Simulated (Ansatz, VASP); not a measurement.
## Cr in VASP and in Ansatz

```
Cr
1.0
     2.31225    0.00000    0.00000
     0.00000    2.31225    0.00000
     0.00000    0.00000    2.31225
Cr
1
Direct
  0.00000 0.00000 0.00000
```

Alike in both runs: task single point; functional LDA; k mesh 15 × 15 × 15; occupations fermi-dirac, width 0.1 eV; no spin polarisation.

|  | VASP | Ansatz |
| --- | --- | --- |
| version | VASP 6.6.1 | Ansatz 0.2.0 |
| potentials or method | VASP PAW LDA potentials, release 64 (Cr_pv), cutoff 520 eV | plane waves (420 eV) with PAW, scalar-relativistic |
| valence electrons in the cell | 12 | 14 |

VASP gave:

| Item | Value |
| --- | --- |
| pressure (GPa) | -7.4 |

Task: What did Ansatz give for the same quantities?

Result: Pressure (GPa): -7.6.

Ansatz warns that its potentials were made for another functional, while VASP's fit it. LDA's correlation is that of Perdew and Zunger in VASP and of Perdew and Wang (1992) in Ansatz. VASP's potentials hold 12 valence electrons a cell and Ansatz's 14, so a difference there can come from the potentials and not from the codes.
